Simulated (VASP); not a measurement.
**AlRu: relaxation of cell and atoms with PBE+D3(BJ)**

Crystal: AlRu.

```
Al Ru
1.0
     3.00408    0.00000    0.00000
     0.00000    3.00408    0.00000
     0.00000    0.00000    3.00408
Al Ru
1 1
Direct
  0.00000 0.00000 0.00000
  0.50000 0.50000 0.50000
```

* Program: VASP 6.6.1
* Task: relaxation of cell and atoms
* Functional: PBE
* Dispersion: D3(BJ)
* Potentials or basis: VASP PAW PBE potentials, release 64 (Al, Ru_pv)
* Cutoff: 600 eV
* k mesh: 14 × 14 × 14
* Occupations: gaussian, width 0.1 eV
* Spin: no spin polarisation
* Dipole correction: no
* Further INCAR settings: ALGO = Normal; EDIFF = 1e-06; IBRION = 2; EDIFFG = -0.005; NSW = 70; ISIF = 3

```yaml
Relaxed_volume: 13.14 Å³/atom
Relaxed_cell: a = 2.973 Å, b = 2.973 Å, c = 2.973 Å, α = 90.00°, β = 90.00°, γ = 90.00°
Space_group_after_relaxing_to_0.05_Å: Pm-3m (No. 221)
Energy_gained_by_relaxing: 8.4 meV/atom
Ionic_steps: 6
Pressure_after_relaxing: 0.0 GPa
Dispersion_energy_per_atom: -0.525 eV
```

Step by step:
```
step  energy change (eV)  largest force (eV/Å)  pressure (GPa)  volume (Å³)
   1              0.0000                0.0000           -6.34        27.11
   2              0.0258                0.0000           11.66        25.06
   3             -0.0169                0.0000           -0.08        26.29
   4             -0.0169                0.0000            0.07        26.28
   5             -0.0169                0.0000           -0.11        26.30
   6             -0.0169                0.0000           -0.02        26.28
```

Final structure:
```
Al Ru
1.0
     2.97327    0.00000    0.00000
     0.00000    2.97327    0.00000
     0.00000    0.00000    2.97327
Al Ru
1 1
Direct
  0.00000 0.00000 0.00000
  0.50000 0.50000 0.50000
```

Levels at points of the mesh, in eV from the Fermi level:
| k point | band 6 | band 7 | band 8 | band 9 | band 10 | band 11 | band 12 |
| --- | --- | --- | --- | --- | --- | --- | --- |
| (0.00, 0.00, 0.00) | -3.66 | 0.19 | 0.19 | 0.19 | 6.17 | 6.17 | 6.17 |
| (0.50, 0.00, 0.00) | -2.84 | -1.64 | -1.64 | 0.45 | 2.37 | 7.44 | 11.13 |
| (0.50, 0.50, 0.00) | -1.38 | -1.38 | -1.20 | -1.20 | 1.59 | 5.44 | 6.43 |
| (0.50, 0.50, 0.50) | -4.73 | 1.68 | 1.68 | 2.69 | 4.18 | 4.18 | 4.18 |

Wall time 34 s on 1 thread of Intel(R) Xeon(R) 6975P-C (Granite Rapids) (shared host), peak memory 0.19 GiB.

Caveat: pairwise dispersion overbinds metals, which lowers pressure and volume.
